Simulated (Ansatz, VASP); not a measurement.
Two plane-wave programs on Os

```xyz
2
Lattice="2.7655 0.0000 0.0000 -1.3827 2.3950 0.0000 0.0000 0.0000 4.3570" Properties=species:S:1:pos:R:3 pbc="T T T"
Os    0.0000    1.5966    1.0892
Os    1.3827    0.7983    3.2677
```

Alike in both runs: functional RPBE; k mesh 13 × 13 × 7; occupations fermi-dirac, width 0.1 eV; no spin polarisation.

Ansatz relaxed the structure, and its values are those at the end. VASP's run is a single point on that final structure, the one shown.

|  | VASP | Ansatz |
| --- | --- | --- |
| version | VASP 6.6.1 | Ansatz 0.2.0 |
| potentials or method | VASP PAW PBE potentials, release 64 (Os), cutoff 520 eV | plane waves (420 eV) with PAW, scalar-relativistic |
| valence electrons in the cell | 16 | 32 |

Ansatz gave:

* pressure (GPa): 0.0

**Question.** What did VASP give for the same quantities?

**Answer.** Pressure (GPa): -0.5.

VASP's potentials were made for PBE, not for RPBE. VASP's potentials hold 16 valence electrons a cell and Ansatz's 32, so a difference there can come from the potentials and not from the codes.

Spin-orbit coupling is off throughout.
